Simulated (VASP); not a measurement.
Set up this calculation in VASP 6.6.1, as the native input.

```
Task                      : relaxation of the atoms
Functional                : PBE
Potentials or basis       : VASP PAW PBE potentials, release 64 (W_sv)
Cutoff                    : 520 eV
k mesh                    : 10 × 10 × 1
Occupations               : gaussian, width 0.1 eV
Spin                      : no spin polarisation
Dipole correction         : yes
Atoms held fixed (from 0) : [0]
Further INCAR settings    : ALGO = Normal; EDIFF = 1e-07; IBRION = 2; EDIFFG = -0.03; NSW = 70
```

The structure of W lies in POSCAR:

```
W
1.0
    2.8545944802      0.0000000000      0.0000000000
    0.0000000000      2.8545944802      0.0000000000
    0.0000000000      0.0000000000     18.0370062290
W
3
Selective dynamics
Direct
    0.5000000000      0.5000000000      0.3880910120  F F F
    0.0000000000      0.0000000000      0.5000000000  T T T
    0.5000000000      0.5000000000      0.6119089880  T T T
```

One way to write it, as run:

INCAR

```
  ALGO = Normal
  DIPOL = 0.5 0.5 0.500
  EDIFF = 1E-7
  EDIFFG = -0.03
  ENCUT = 520
  GGA = PE
  IBRION = 2
  IDIPOL = 3
  ISIF = 2
  ISMEAR = 0
  LASPH = True
  LCHARG = False
  LDIPOL = True
  LREAL = False
  LWAVE = False
  NELM = 60
  NSW = 70
  PREC = Accurate
  SIGMA = 0.1
```

KPOINTS

```
k-points
0
Gamma
  10 10 1
```

Potentials or basis: VASP PAW PBE potentials, release 64 (W_sv).

Launch:

```bash
$ cat potpaw_PBE.64/W_sv/POTCAR > POTCAR
$ mpirun -np 1 vasp_std > vasp.out
```

It gave:

| Quantity | Value |
| --- | --- |
| Energy gained by relaxing | 1.2 meV/atom |
| Ionic steps | 7 |
| Band gap on the k mesh | zero (bands 21 and 22 overlap by 2.33 eV) |

Caveat: spin-orbit coupling is left out, which moves the levels of the heavy elements.

Wall time 16 min on 1 thread of Intel Xeon 8259CL, on a shared host, peak memory 0.3 GiB.
